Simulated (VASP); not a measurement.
# PtS2 (P-3m1) in VASP: single point with HSE06

Aim: the single point of PtS2 with HSE06.

All numbers are computed with VASP 6.6.1; they aren't measurements. Logs are shortened: lines on timing, memory, paths and dates and some standing lists are left out, and cuts for length are marked.

**1. The cell of the first run**

The structure is trigonal, space group P-3m1 (No. 164). Conventional cell: a = 3.564 Å, b = 3.564 Å, c = 5.139 Å, α = 90.00°, β = 90.00°, γ = 120.00°. Within 3.2 Å of Pt (site symmetry -3m) lie 6 S at 2.39 Å. Within 3.2 Å of S (site symmetry 3m) lie 3 Pt at 2.39 Å and 3 S at 3.19 Å.

**2. Single point, HSE06 (strain +0.3%)**

POSCAR

```
PtS2
1.0
    3.5640100334      0.0000000000      0.0000000000
   -1.7820050167      3.0865232283      0.0000000000
    0.0000000000      0.0000000000      5.1391037203
Pt S
1 2
Direct
    0.0000000000      0.0000000000      0.0000000000
    0.3333333333      0.6666666667      0.2375186075
    0.6666666667      0.3333333333      0.7624813925
```

INCAR.step1

```
SYSTEM = PtS2
PREC = Accurate ; ENCUT = 520
EDIFF = 1E-5 ; ISMEAR = 0
SIGMA = 0.01 ; LREAL = .FALSE.
LASPH = .TRUE. ; NELM = 100
ALGO = Normal ; ISIF = 2
LWAVE = .TRUE. ; LCHARG = .FALSE.
GGA = PE ; NBANDS = 18
```

INCAR.step2

```
SYSTEM = PtS2
PREC = Accurate ; ENCUT = 520
EDIFF = 1E-7 ; ISMEAR = 0
SIGMA = 0.01 ; LREAL = .FALSE.
LASPH = .TRUE. ; NELM = 100
ALGO = Normal ; ISIF = 2
LWAVE = .FALSE. ; LCHARG = .FALSE.
GGA = PE ; LHFCALC = .TRUE.
HFSCREEN = 0.2079 ; PRECFOCK = Normal
ISTART = 1 ; NBANDS = 18
```

KPOINTS

```
Automatic mesh
0
G
  6 6 4
  0 0 0
```

Potentials or basis: VASP PAW PBE potentials, release 64 (Pt, S).

Started as:

```
cat potpaw_PBE.64/Pt/POTCAR potpaw_PBE.64/S/POTCAR > POTCAR
cp INCAR.step1 INCAR
mpirun -np 1 vasp_std > vasp.out
cp INCAR.step2 INCAR
mpirun -np 1 vasp_std > vasp.out
```

OUTCAR:

```text
SYSTEM = PtS2
   PREC = Accurate
   ENCUT = 520
   EDIFF = 1E-7
   ISMEAR = 0
   LREAL = .FALSE.
   LASPH = .TRUE.
   NELM = 100
   ISIF = 2
   GGA = PE
   LHFCALC = .TRUE.
   HFSCREEN = 0.2079
   PRECFOCK = Normal
   ISTART = 1

 ion  position               nearest neighbor table
   1  0.000  0.000  0.000-   2 2.39   3 2.39   3 2.39   2 2.39   3 2.39   2 2.39
   2  0.333  0.667  0.238-   1 2.39   1 2.39   1 2.39
   3  0.667  0.333  0.762-   1 2.39   1 2.39   1 2.39

  LATTYP: Found a hexagonal cell.
 ALAT       =     3.5640100334
 C/A-ratio  =     1.4419442348

  Lattice vectors:

 A1 = (   3.5640100334,   0.0000000000,   0.0000000000)
 A2 = (  -1.7820050167,   3.0865232283,   0.0000000000)
 A3 = (   0.0000000000,   0.0000000000,   5.1391037203)

Analysis of symmetry for initial positions (statically):
=====================================================================
 Subroutine PRICEL returns:
 Original cell was already a primitive cell.

 Routine SETGRP: Setting up the symmetry group for a
 hexagonal supercell.

 Subroutine GETGRP returns: Found 12 space group operations
 (whereof 12 operations were pure point group operations)
 out of a pool of 24 trial point group operations.

The static configuration has the point symmetry D_3d.

Analysis of symmetry for dynamics (positions and initial velocities):
=====================================================================
 Subroutine PRICEL returns:
 Original cell was already a primitive cell.

 Routine SETGRP: Setting up the symmetry group for a
 hexagonal supercell.

 Subroutine GETGRP returns: Found 12 space group operations
 (whereof 12 operations were pure point group operations)
 out of a pool of 24 trial point group operations.

The dynamic configuration has the point symmetry D_3d.

 Subroutine INISYM returns: Found 12 space group operations
 (whereof 12 operations are pure point group operations),
 and found     1 'primitive' translations

----------------------------------------------------------------------------------------

                                     Primitive cell

  volume of cell :      56.5322

  direct lattice vectors                    reciprocal lattice vectors
     3.564010033  0.000000000  0.000000000     0.280582824  0.161994569  0.000000000
    -1.782005017  3.086523228  0.000000000     0.000000000  0.323989138  0.000000000
     0.000000000  0.000000000  5.139103720     0.000000000  0.000000000  0.194586460

  length of vectors
     3.564010033  3.564010033  5.139103720     0.323989138  0.323989138  0.194586460

  position of ions in fractional coordinates (direct lattice)
     0.000000000  0.000000000  0.000000000
     0.333333333  0.666666667  0.237518608
     0.666666667  0.333333333  0.762481392

  ion indices of the primitive-cell ions
   primitive index   ion index
                 1           1
                 2           2
                 3           3

----------------------------------------------------------------------------------------

 KPOINTS: Automatic mesh

Automatic generation of k-mesh.
 Grid dimensions read from file:
 generate k-points for:    6    6    4

 Generating k-lattice:

  Cartesian coordinates                     Fractional coordinates (reciprocal lattice)
     0.046763804  0.026999095  0.000000000     0.166666667  0.000000000  0.000000000
     0.000000000  0.053998190  0.000000000     0.000000000  0.166666667  0.000000000
     0.000000000  0.000000000  0.048646615     0.000000000  0.000000000  0.250000000

  Length of vectors
     0.053998190  0.053998190  0.048646615

  Shift w.r.t. Gamma in fractional coordinates (k-lattice)
     0.000000000  0.000000000  0.000000000

 Subroutine IBZKPT returns following result:
 ===========================================

 Found     24 irreducible k-points:

 Following reciprocal coordinates:
            Coordinates               Weight
  0.000000  0.000000  0.000000      1.000000
  0.166667  0.000000  0.000000      6.000000
  0.333333 -0.000000  0.000000      6.000000
  0.500000 -0.000000  0.000000      3.000000
  0.166667  0.166667  0.000000      6.000000
  0.333333  0.166667  0.000000     12.000000
[... 16 lines left out ...]
  0.333333  0.166667  0.500000     12.000000
  0.333333  0.333333  0.500000      2.000000
   k-points           NKPTS =     24   k-points in BZ     NKDIM =    144   number of bands    NBANDS=     18
   number of dos      NEDOS =    301   number of ions     NIONS =      3
   total plane-waves  NPLWV =  31360
   dimension x,y,z NGX =    28 NGY =   28 NGZ =   40
   dimension x,y,z NGXF=    56 NGYF=   56 NGZF=   80
   ions per type =               1   2
   NGX,Y,Z   is equivalent  to a cutoff of  13.06, 13.06, 12.94 a.u.
   NGXF,Y,Z  is equivalent  to a cutoff of  26.12, 26.12, 25.88 a.u.
 SYSTEM =  PtS2
   PREC   = accura    normal or accurate (medium, high low for compatibility)
   ISTART =      1    job   : 0-new  1-cont  2-samecut
   ICHARG =      0    charge: 1-file 2-atom 10-const
   ISPIN  =      1    spin polarized calculation?
   LNONCOLLINEAR =      F non collinear calculations
   LSORBIT =      F    spin-orbit coupling
   LASPH  =      T    aspherical Exc in radial PAW
   ENCUT  =  520.0 eV  38.22 Ry    6.18 a.u.   6.63  6.63  9.56*2*pi/ulx,y,z
   NELM   =    100;   NELMIN=  2; NELMDL=  0     # of ELM steps
   EDIFF  = 0.1E-06   stopping-criterion for ELM
   LREAL  =      F    real-space projection
   EDIFFG = 0.1E-05   stopping-criterion for IOM
   NSW    =      0    number of steps for IOM
   IBRION =     -1    ionic relax: 0-MD 1-quasi-New 2-CG
   NFREE  =      0    steps in history (QN), initial steepest desc. (CG)
   ISIF   =      2    stress and relaxation
   ISYM   =      3    0-nonsym 1-usesym 2-fastsym
   POTIM  = 0.5000    time-step for ionic-motion
   TEBEG  =    0.0;   TEEND  =   0.0 temperature during run
   PSTRESS=    0.0 pullay stress
   NELECT =      22.0000    total number of electrons
   NUPDOWN=      -1.0000    fix difference up-down
   EMIN   =  10.00;   EMAX   =-10.00  energy-range for DOS
   EFERMI =   0.00;   METHOD = LEGACY
   ISMEAR =     0;   SIGMA  =   0.01  broadening in eV -4-tet -1-fermi 0-gaus
   EFERMI_NEDOS =   21; number of points for ismear=-14 and -15
   IALGO  =     38    algorithm
   IMIX   =      1    mixing-type and parameters
     AMIX     =   0.40;   BMIX     =  1.00
     AMIX_MAG =   1.60;   BMIX_MAG =  1.00
  volume/ion in A,a.u.               =      18.84       127.17
  Fermi-wavevector in a.u.,A,eV,Ry     =   1.195227  2.258652 19.436846  1.428568
  Thomas-Fermi vector in A             =   2.331198
   LORBIT       =      0    0 simple, 1 ext, 2 COOP (PROOUT), +10 PAW based schemes
   GGA     = PE    functional components
   LHFCALC =     T    Hartree Fock is set to
   PRECFOCK=normal    Normal, Fast or Accurate (Low or Medium for compatibility)
   ENCUT4O =  -1.0   cutoff for four orbital integrals eV
   NKREDX  =     1    reduce k-point grid by
   NKREDY  =     1    reduce k-point grid by
   NKREDZ  =     1    reduce k-point grid by
   AEXX    =    0.2500 exact exchange contribution
   HFSCREEN=    0.2079 screening length (either q_TF or 0.3 A-1)
   HFSCREENC=   0.2079 screening length for correlation (either q_TF or 0.3 A-1)
   ENCUTFOCK=  -1.0 apply spherical cutoff to Coloumb kernel
   IVDW    =     0    specifies the selected vdW correction
   LEPSILON=     F    determine dielectric tensor
   LRPA    =     F    only Hartree local field effects (RPA)
 non-spin polarized calculation
 Gauss-broadening in eV      SIGMA  =   0.01
  energy-cutoff  :      520.00
  volume of cell :       56.53
 maximum number of plane-waves:      1543
 NGX is ok and might be reduce to    28
  NGX = 20; NGY = 20; NGZ = 30

 number of electron      21.9999996 magnetization

 Free energy of the ion-electron system (eV)
  ---------------------------------------------------
  ext. energy  EPLUGINS =         0.00000000
  ---------------------------------------------------
  free energy    TOTEN  =       -18.63225196 eV

  energy without entropy =      -18.63225196  energy(sigma->0) =      -18.63225196

 E-fermi :   5.9709     XC(G=0):  -8.6452

 val. band max:        5.8728871267   @ k =   0.0000   0.0000   0.0000
 cond. band min:       7.2898721858   @ k =   0.0000   0.3333   0.2500
 fundamental gap:      1.4169850592
 Fermi energy:         5.9708959980

 k-point     1 :       0.0000    0.0000    0.0000
  band No.  band energies     occupation
      1     -10.8012      2.00000
      2      -7.7452      2.00000
      3      -1.7759      2.00000
      4      -1.3012      2.00000
      5      -1.3012      2.00000
      6       1.3074      2.00000
[... 10 lines left out ...]
     17      14.9577      0.00000
     18      19.3690      0.00000

 k-point     2 :       0.1667    0.0000    0.0000
  band No.  band energies     occupation
      1     -10.4309      2.00000
      2      -7.9118      2.00000
      3      -1.4062      2.00000
      4      -1.0702      2.00000
      5      -1.0523      2.00000
      6       0.8671      2.00000
[... 10 lines left out ...]
     17      15.9762      0.00000
     18      16.9425      0.00000

 k-point     3 :       0.3333   -0.0000    0.0000
  band No.  band energies     occupation
      1      -9.5105      2.00000
      2      -8.2506      2.00000
      3      -1.3300      2.00000
      4      -0.6317      2.00000
      5      -0.2211      2.00000
      6       0.0626      2.00000
[... 10 lines left out ...]
     17      15.7296      0.00000
     18      16.4977      0.00000

 k-point     4 :       0.5000   -0.0000    0.0000
  band No.  band energies     occupation
      1      -8.7762      2.00000
      2      -8.5558      2.00000
      3      -2.1141      2.00000
      4      -0.5500      2.00000
      5       0.0233      2.00000
      6       1.2635      2.00000
[... 375 lines left out ...]
      4      -0.9349      2.00000
      5      -0.1677      2.00000
      6       0.5634      2.00000
[... 10 lines left out ...]
     17      15.9737      0.00000
     18      16.2272      0.00000

 k-point    23 :       0.3333    0.1667    0.5000
  band No.  band energies     occupation
      1      -8.7920      2.00000
      2      -8.4921      2.00000
      3      -1.8170      2.00000
      4      -0.9542      2.00000
      5       0.0019      2.00000
      6       0.7296      2.00000
[... 10 lines left out ...]
     17      15.8972      0.00000
     18      17.3754      0.00000

 k-point    24 :       0.3333    0.3333    0.5000
  band No.  band energies     occupation
      1      -8.5118      2.00000
      2      -8.5118      2.00000
      3      -1.0685      2.00000
      4      -1.0685      2.00000
      5      -0.8177      2.00000
      6       1.1043      2.00000
[... 10 lines left out ...]
     17      14.8750      0.00000
     18      17.5934      0.00000

------------------------ aborting loop because EDIFF is reached ----------------------------------------

  FORCE on cell =-STRESS in cart. coord.  units (eV):
  Direction    XX          YY          ZZ          XY          YZ          ZX
  --------------------------------------------------------------------------------------
  -------------------------------------------------------------------------------------
  Total       -0.9789439     -0.9789439     -0.2282725      0.0000000      0.0000000      0.0000000
  in kB      -27.7442212    -27.7442212     -6.4694646      0.0000000      0.0000000      0.0000000
  external PRESSURE =     -20.6526356 kB  Pullay stress =       0.0000000 kB

 VOLUME and BASIS-vectors are now :
 -----------------------------------------------------------------------------
  energy-cutoff  :      520.00
  volume of cell :       56.53
      direct lattice vectors                 reciprocal lattice vectors
     3.564010033  0.000000000  0.000000000     0.280582824  0.161994569  0.000000000
    -1.782005017  3.086523228  0.000000000     0.000000000  0.323989138  0.000000000
     0.000000000  0.000000000  5.139103720     0.000000000  0.000000000  0.194586460

 POSITION                                       TOTAL-FORCE (eV/Angst)
 -----------------------------------------------------------------------------------
      0.00000      0.00000      0.00000         0.000000      0.000000      0.000000
     -0.00000      2.05768      1.22063         0.000000      0.000000     -0.408177
      1.78201      1.02884      3.91847        -0.000000     -0.000000      0.408177
 -----------------------------------------------------------------------------------
    total drift:                                0.000000     -0.000000     -0.000000

  FREE ENERGIE OF THE ION-ELECTRON SYSTEM (eV)
  ---------------------------------------------------
  free  energy   TOTEN  =       -18.6322519634 eV

  energy  without entropy=      -18.6322519634  energy(sigma->0) =      -18.63225196
```

Wall time 1.5 h (1 thread of Oxide Virtual Turin-like, shared host); peak memory 0.27 GiB.

Results:

```
Free energy            : -18.6323 eV
Pressure               : -2.1 GPa
Largest force          : 0.408 eV/Å
Band gap on the k mesh : 1.42 eV (least direct gap 2.14 eV)
```

Forces on the atoms (eV/Å):
```
Pt   0.000  0.000  0.000
S    0.000  0.000 -0.408
S    0.000  0.000  0.408
```

Caveat: the cell differs from its parent crystal (strain +0.3%); the PAW data sets were made with another functional, which shifts forces and pressure a little; spin-orbit coupling is left out, which moves the levels of the heavy elements. A k mesh can miss the band edges.
